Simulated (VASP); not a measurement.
Write the native input for VASP 6.6.1 that does the following.

```yaml
Task: single point
Functional: r2SCAN
Potentials_or_basis: VASP PAW PBE potentials, release 64 (Cr_pv, O)
Cutoff: 520 eV
k_mesh: 7 × 7 × 7
Occupations: fermi-dirac, width 0.05 eV
Spin: collinear spin, ferromagnetic start
Starting_moments: "[3.0, 0.0, 0.0] μB"
Dipole_correction: no
Further_INCAR_settings: ALGO = Normal; EDIFF = 1e-06; NBANDS = 23
```

CrO2:

```xyz
3
Lattice="0.0000 2.3361 2.3361 2.3361 0.0000 2.3361 2.3361 2.3361 0.0000" Properties=species:S:1:pos:R:3 pbc="T T T"
Cr    0.0000    0.0000    0.0000
O     1.1681    1.1681    1.1681
O     3.5042    3.5042    3.5042
```

These files were run (other wordings do the same):

POSCAR

```
CrO2
1.0
    0.0000000000      2.3361246767      2.3361246767
    2.3361246767      0.0000000000      2.3361246767
    2.3361246767      2.3361246767      0.0000000000
Cr O
1 2
Direct
    0.0000000000      0.0000000000      0.0000000000
    0.2500000000      0.2500000000      0.2500000000
    0.7500000000      0.7500000000      0.7500000000
```

INCAR.step1

```
SYSTEM = CrO2
PREC = Accurate
ENCUT = 520
ISMEAR = -1
SIGMA = 0.05
LREAL = .False.
LASPH = .True.
NELM = 150
ISPIN = 2
MAGMOM = 3 0 0
LMAXMIX = 4
NBANDS = 23
GGA = PE
ALGO = Normal
EDIFF = 1E-4
LWAVE = .True.
LCHARG = .False.
```

INCAR.step2

```
SYSTEM = CrO2
PREC = Accurate
ENCUT = 520
EDIFF = 1E-6
ISMEAR = -1
SIGMA = 0.05
LREAL = .False.
LASPH = .True.
NELM = 150
ALGO = Normal
ISIF = 2
LWAVE = .False.
LCHARG = .False.
ISPIN = 2
MAGMOM = 3 0 0
LORBIT = 11
LMAXMIX = 4
METAGGA = R2SCAN
LMIXTAU = .True.
NBANDS = 23
ISTART = 1
```

KPOINTS

```
Automatic mesh
0
Gamma
  7 7 7
  0 0 0
```

Potentials or basis: VASP PAW PBE potentials, release 64 (Cr_pv, O).

Run with:

```sh
$ cat potpaw_PBE.64/Cr_pv/POTCAR potpaw_PBE.64/O/POTCAR > POTCAR
$ cp INCAR.step1 INCAR
$ mpirun -np 1 vasp_std > vasp.out
$ cp INCAR.step2 INCAR
$ mpirun -np 1 vasp_std > vasp.out
```

It gave:

```
Pressure                                              : 1.3 GPa
Band gap on the k mesh                                : 0.51 eV (least direct gap 0.54 eV)
Net moment                                            : 2.00 μB per cell
Site moments                                          : Cr +2.35; O -0.14 μB
Valence electrons inside the program's atomic spheres : Cr 10.81; O 5.07
```

Caveat: the PAW data sets were made with another functional, which shifts forces and pressure a little; an odd mesh through Γ misses points on the zone boundary, where band edges can lie; a cell with one magnetic atom can't hold antiferromagnetic order, which such compounds often take.

Wall time 5 min on 1 thread of Intel Xeon 8259CL, on a shared host, peak memory 0.19 GiB.
